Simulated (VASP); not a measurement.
# Rh (P6_3/mmc) in VASP: a series of runs, part 2 of 2

VASP 6.6.1.

## 6. Single point, PBE

This run uses another cell than the first one, of 13.38 Å³/atom.

INCAR reads:

```
SYSTEM = Rh
ALGO = Fast ; EDIFF = 1E-7
ENCUT = 520 ; GGA = PE
ISIF = 2 ; ISMEAR = 0
LASPH = .True. ; LCHARG = .True.
LELF = .True. ; LREAL = .False.
LVHAR = .True. ; LWAVE = .False.
NBANDS = 22 ; NELM = 100
PREC = Accurate ; SIGMA = 0.15
```

KPOINTS reads:

```
k-points
0
Gamma
  18 18 10
  0 0 0
```

POSCAR reads:

```
Rh
1.0
    2.6976000000      0.0000000000      0.0000000000
   -1.3488000000      2.3361901292      0.0000000000
    0.0000000000      0.0000000000      4.2448000000
Rh
2
Direct
    0.6666666667      0.3333333333      0.7500000000
    0.3333333333      0.6666666667      0.2500000000
```

Potentials or basis: VASP PAW PBE potentials, release 64 (Rh_pv).

Command:

```console
$ cat potpaw_PBE.64/Rh_pv/POTCAR > POTCAR
$ mpirun -np 1 vasp_std > vasp.out
```

OUTCAR:

```text
SYSTEM = Rh
   EDIFF = 1E-7
   ENCUT = 520
   GGA = PE
   ISIF = 2
   ISMEAR = 0
   LASPH = .True.
   LREAL = .False.
   NELM = 100
   PREC = Accurate

 ion  position               nearest neighbor table
   1  0.667  0.333  0.750-   2 2.63   2 2.63   2 2.63   2 2.63   2 2.63   2 2.63
   2  0.333  0.667  0.250-   1 2.63   1 2.63   1 2.63   1 2.63   1 2.63   1 2.63

  LATTYP: Found a hexagonal cell.
 ALAT       =     2.6976000000
 C/A-ratio  =     1.5735468565

  Lattice vectors:

 A1 = (   2.6976000000,   0.0000000000,   0.0000000000)
 A2 = (  -1.3488000000,   2.3361901292,   0.0000000000)
 A3 = (   0.0000000000,   0.0000000000,   4.2448000000)

Analysis of symmetry for initial positions (statically):
=====================================================================
 Subroutine PRICEL returns:
 Original cell was already a primitive cell.

 Routine SETGRP: Setting up the symmetry group for a
 hexagonal supercell.

 Subroutine GETGRP returns: Found 24 space group operations
 (whereof 12 operations were pure point group operations)
 out of a pool of 24 trial point group operations.

The static configuration has the point symmetry D_3d.
 The point group associated with its full space group is D_6h.

Analysis of symmetry for dynamics (positions and initial velocities):
=====================================================================
 Subroutine PRICEL returns:
 Original cell was already a primitive cell.

 Routine SETGRP: Setting up the symmetry group for a
 hexagonal supercell.

 Subroutine GETGRP returns: Found 24 space group operations
 (whereof 12 operations were pure point group operations)
 out of a pool of 24 trial point group operations.

The dynamic configuration has the point symmetry D_3d.
 The point group associated with its full space group is D_6h.

 Subroutine INISYM returns: Found 24 space group operations
 (whereof 12 operations are pure point group operations),
 and found     1 'primitive' translations

----------------------------------------------------------------------------------------

                                     Primitive cell

  volume of cell :      26.7512

  direct lattice vectors                    reciprocal lattice vectors
     2.697600000  0.000000000  0.000000000     0.370699881  0.214023676  0.000000000
    -1.348800000  2.336190129  0.000000000     0.000000000  0.428047353  0.000000000
     0.000000000  0.000000000  4.244800000     0.000000000  0.000000000  0.235582360

  length of vectors
     2.697600000  2.697600000  4.244800000     0.428047353  0.428047353  0.235582360

  position of ions in fractional coordinates (direct lattice)
     0.666666667  0.333333333  0.750000000
     0.333333333  0.666666667  0.250000000

  ion indices of the primitive-cell ions
   primitive index   ion index
                 1           1
                 2           2

----------------------------------------------------------------------------------------

 KPOINTS: k-points

Automatic generation of k-mesh.
 Grid dimensions read from file:
 generate k-points for:   18   18   10

 Generating k-lattice:

  Cartesian coordinates                     Fractional coordinates (reciprocal lattice)
     0.020594438  0.011890204  0.000000000     0.055555556  0.000000000  0.000000000
     0.000000000  0.023780408  0.000000000     0.000000000  0.055555556  0.000000000
     0.000000000  0.000000000  0.023558236     0.000000000  0.000000000  0.100000000

  Length of vectors
     0.023780408  0.023780408  0.023558236

  Shift w.r.t. Gamma in fractional coordinates (k-lattice)
     0.000000000  0.000000000  0.000000000

 Subroutine IBZKPT returns following result:
 ===========================================

 Found    222 irreducible k-points:

 Following reciprocal coordinates:
            Coordinates               Weight
  0.000000  0.000000  0.000000      1.000000
  0.055556  0.000000  0.000000      6.000000
  0.111111  0.000000  0.000000      6.000000
  0.166667 -0.000000  0.000000      6.000000
  0.222222 -0.000000  0.000000      6.000000
  0.277778  0.000000  0.000000      6.000000
[... 16 lines left out ...]
  0.333333  0.111111  0.000000     12.000000
  0.388889  0.111111  0.000000     12.000000
 [... further k-points ...]
   k-points           NKPTS =    222   k-points in BZ     NKDIM =    222   number of bands    NBANDS=     22
   number of dos      NEDOS =    301   number of ions     NIONS =      2
   total plane-waves  NPLWV =  12800
   dimension x,y,z NGX =    20 NGY =   20 NGZ =   32
   dimension x,y,z NGXF=    40 NGYF=   40 NGZF=   64
   ions per type =               2
   NGX,Y,Z   is equivalent  to a cutoff of  12.33, 12.33, 12.53 a.u.
   NGXF,Y,Z  is equivalent  to a cutoff of  24.65, 24.65, 25.07 a.u.
 SYSTEM =  Rh
   PREC   = accura    normal or accurate (medium, high low for compatibility)
   ISTART =      0    job   : 0-new  1-cont  2-samecut
   ICHARG =      2    charge: 1-file 2-atom 10-const
   ISPIN  =      1    spin polarized calculation?
   LNONCOLLINEAR =      F non collinear calculations
   LSORBIT =      F    spin-orbit coupling
   LASPH  =      T    aspherical Exc in radial PAW
   ENCUT  =  520.0 eV  38.22 Ry    6.18 a.u.   5.02  5.02  7.89*2*pi/ulx,y,z
   NELM   =    100;   NELMIN=  2; NELMDL= -5     # of ELM steps
   EDIFF  = 0.1E-06   stopping-criterion for ELM
   LREAL  =      F    real-space projection
   EDIFFG = 0.1E-05   stopping-criterion for IOM
   NSW    =      0    number of steps for IOM
   IBRION =     -1    ionic relax: 0-MD 1-quasi-New 2-CG
   NFREE  =      0    steps in history (QN), initial steepest desc. (CG)
   ISIF   =      2    stress and relaxation
   ISYM   =      2    0-nonsym 1-usesym 2-fastsym
   POTIM  = 0.5000    time-step for ionic-motion
   TEBEG  =    0.0;   TEEND  =   0.0 temperature during run
   PSTRESS=    0.0 pullay stress
   NELECT =      30.0000    total number of electrons
   NUPDOWN=      -1.0000    fix difference up-down
   EMIN   =  10.00;   EMAX   =-10.00  energy-range for DOS
   EFERMI =   0.00;   METHOD = LEGACY
   ISMEAR =     0;   SIGMA  =   0.15  broadening in eV -4-tet -1-fermi 0-gaus
   EFERMI_NEDOS =   21; number of points for ismear=-14 and -15
   IALGO  =     68    algorithm
   IMIX   =      4    mixing-type and parameters
     AMIX     =   0.40;   BMIX     =  1.00
     AMIX_MAG =   1.60;   BMIX_MAG =  1.00
  volume/ion in A,a.u.               =      13.38        90.26
  Fermi-wavevector in a.u.,A,eV,Ry     =   1.700856  3.214152 39.360454  2.892912
  Thomas-Fermi vector in A             =   2.780915
   LORBIT       =      0    0 simple, 1 ext, 2 COOP (PROOUT), +10 PAW based schemes
   GGA     = PE    functional components
   LHFCALC =     F    Hartree Fock is set to
   AEXX    =    0.0000 exact exchange contribution
   IVDW    =     0    specifies the selected vdW correction
   LEPSILON=     F    determine dielectric tensor
   LRPA    =     F    only Hartree local field effects (RPA)
 non-spin polarized calculation
 RMM-DIIS sequential band-by-band and
 Gauss-broadening in eV      SIGMA  =   0.15
  energy-cutoff  :      520.00
  volume of cell :       26.75
 maximum number of plane-waves:       738
 NGX is ok and might be reduce to    20
   NGX =  9   NGY =  9   NGZ = 15

 number of electron      29.9999990 magnetization

 Free energy of the ion-electron system (eV)
  ---------------------------------------------------
  ext. energy  EPLUGINS =         0.00000000
  ---------------------------------------------------
  free energy    TOTEN  =       -14.38247621 eV

  energy without entropy =      -14.34837518  energy(sigma->0) =      -14.36542569

 E-fermi :  12.5340     XC(G=0): -14.2073

 val. band max:       12.5307901231   @ k =   0.3333   0.3333   0.1000
 cond. band min:      12.5351671046   @ k =   0.0556   0.0000   0.4000
 fundamental gap:      0.0043769815
 Fermi energy:        12.5340006625

 k-point     1 :       0.0000    0.0000    0.0000
  band No.  band energies     occupation
      1     -34.8742      2.00000
      2     -34.1232      2.00000
      3     -34.1232      2.00000
      4     -33.9962      2.00000
      5     -33.9872      2.00000
      6     -33.9872      2.00000
[... 14 lines left out ...]
     21      31.0555      0.00000
     22      31.4021      0.00000
[... 552 lines left out ...]
  band No.  band energies     occupation
      1     -34.6366      2.00000
      2     -34.5100      2.00000
      3     -34.4969      2.00000
      4     -34.3220      2.00000
      5     -34.2223      2.00000
      6     -34.1151      2.00000
[... 14 lines left out ...]
     21      24.3193      0.00000
     22      27.5054      0.00000

 [... further k-points ...]

------------------------ aborting loop because EDIFF is reached ----------------------------------------

  FORCE on cell =-STRESS in cart. coord.  units (eV):
  Direction    XX          YY          ZZ          XY          YZ          ZX
  --------------------------------------------------------------------------------------
  -------------------------------------------------------------------------------------
  Total        2.1885801      2.1885801      3.5481156      0.0000000      0.0000000      0.0000000
  in kB      131.0780789    131.0780789    212.5031512      0.0000000      0.0000000      0.0000000
  external PRESSURE =     158.2197697 kB  Pullay stress =       0.0000000 kB

 VOLUME and BASIS-vectors are now :
 -----------------------------------------------------------------------------
  energy-cutoff  :      520.00
  volume of cell :       26.75
      direct lattice vectors                 reciprocal lattice vectors
     2.697600000  0.000000000  0.000000000     0.370699881  0.214023676  0.000000000
    -1.348800000  2.336190129  0.000000000     0.000000000  0.428047353  0.000000000
     0.000000000  0.000000000  4.244800000     0.000000000  0.000000000  0.235582360

 POSITION                                       TOTAL-FORCE (eV/Angst)
 -----------------------------------------------------------------------------------
      1.34880      0.77873      3.18360         0.000000      0.000000      0.000000
     -0.00000      1.55746      1.06120        -0.000000     -0.000000      0.000000
 -----------------------------------------------------------------------------------
    total drift:                               -0.000000      0.000000     -0.000000

  FREE ENERGIE OF THE ION-ELECTRON SYSTEM (eV)
  ---------------------------------------------------
  free  energy   TOTEN  =       -14.3824762086 eV

  energy  without entropy=      -14.3483751767  energy(sigma->0) =      -14.36542569
```

stdout:

```text
POSCAR found type information on POSCAR Rh
 POSCAR found :  1 types and       2 ions
 scaLAPACK will be used
 LDA part: xc-table for (Slater+PW92), standard interpolation
 POSCAR, INCAR and KPOINTS ok, starting setup
 FFT: planning ... GRIDC
 FFT: planning ... GRID_SOFT
 FFT: planning ... GRID
 WAVECAR not read
 entering main loop
```

It took 93 s on 1 thread of Intel Xeon Platinum 8488C (Sapphire Rapids), shared host; peak memory 0.21 GiB.

What came out:

| Quantity | Value |
| --- | --- |
| Free energy | -14.3825 eV |
| Pressure | 15.8 GPa |
| Band gap on the k mesh | zero (bands 15 and 16 overlap by 2.50 eV) |

Stress tensor (GPa, compression positive):
```
13.11  0.00  0.00
 0.00 13.11  0.00
 0.00  0.00 21.25
```

Caveat: the cell stands under pressure.

## 7. The runs side by side

```tsv
cell	further INCAR settings	gap on the mesh (eV)	pressure (GPa)
a = 2.589, b = 2.589, c = 4.596 Å, angles 90.0, 90.0, 120.0°, 2 atoms	ALGO = Fast; EDIFF = 1e-07; NBANDS = 22	none	19.2
a = 2.670, b = 2.670, c = 4.315 Å, angles 90.0, 90.0, 120.0°, 2 atoms	ALGO = Fast; EDIFF = 1e-06; NBANDS = 22	none	16.8
a = 2.643, b = 2.643, c = 4.385 Å, angles 90.0, 90.0, 120.0°, 2 atoms	ALGO = Fast; EDIFF = 1e-06; NBANDS = 22	none	18.5
a = 2.725, b = 2.725, c = 4.175 Å, angles 90.0, 90.0, 120.0°, 2 atoms	ALGO = Fast; EDIFF = 1e-06; NBANDS = 22	none	15.6
a = 2.698, b = 2.698, c = 4.245 Å, angles 90.0, 90.0, 120.0°, 2 atoms	ALGO = Fast; EDIFF = 1e-07; NBANDS = 22	none	15.8
```

Alike in all rows: task single point; level PBE; potentials or basis VASP PAW PBE potentials, release 64 (Rh_pv); no spin polarisation; k mesh 18 × 18 × 10; cutoff (eV) 520; smearing gaussian 0.15 eV.

Caveats: the cell stands under pressure.

Total energies depend on the potentials used, so only differences within one code and one set of settings carry meaning.
